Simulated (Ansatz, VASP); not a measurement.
## Two plane-wave programs on CuF3

```
Cu F
1.0
     3.83964    0.00000    3.83964
     0.00000    3.83964    3.83964
     0.00000    0.00000    7.67929
Cu F
2 6
Direct
  0.00000 0.00000 0.00000
  0.00000 0.00000 0.50000
  0.50000 0.00000 0.75000
  0.00000 0.00000 0.25000
  0.00000 0.50000 0.75000
  0.50000 0.00000 0.25000
  0.00000 0.00000 0.75000
  0.00000 0.50000 0.25000
```

Alike in both runs: functional PBE; k mesh 10 × 10 × 5; occupations gaussian, width 0.05 eV; collinear spin.

Ansatz relaxed the structure, and its values are those at the end. VASP's run is a single point on that final structure, the one shown.

|  | VASP | Ansatz |
| --- | --- | --- |
| version | VASP 6.6.1 | Ansatz 0.2.0 |
| potentials or method | VASP PAW PBE potentials, release 64 (Cu, F), cutoff 520 eV | scalar-relativistic, plane waves, PAW |
| valence electrons in the cell | 64 | 80 |

|  | VASP | Ansatz | Ansatz less VASP |
| --- | --- | --- | --- |
| gap on the k mesh at the Fermi level (eV) | 0.23 | 0.30 | +0.073 |
| least direct gap on the mesh (eV) | 0.30 | 0.42 | +0.110 |
| pressure (GPa) | -3.1 | -3.4 | -0.23 |
| net moment per atom (μB) | 0.00 | 0.00 | 0.000 |
| size of the moment on the site where the two differ most (μB) | 0.65 | 0.71 | +0.062 |

Site moments also hang on the region over which each program counts them. The functional is the same, so the differences come from potentials, cutoffs and numerics. VASP's potentials hold 64 valence electrons a cell and Ansatz's 80, so a difference there can come from the potentials and not from the codes. Ansatz's warnings: stress scf threshold loose.
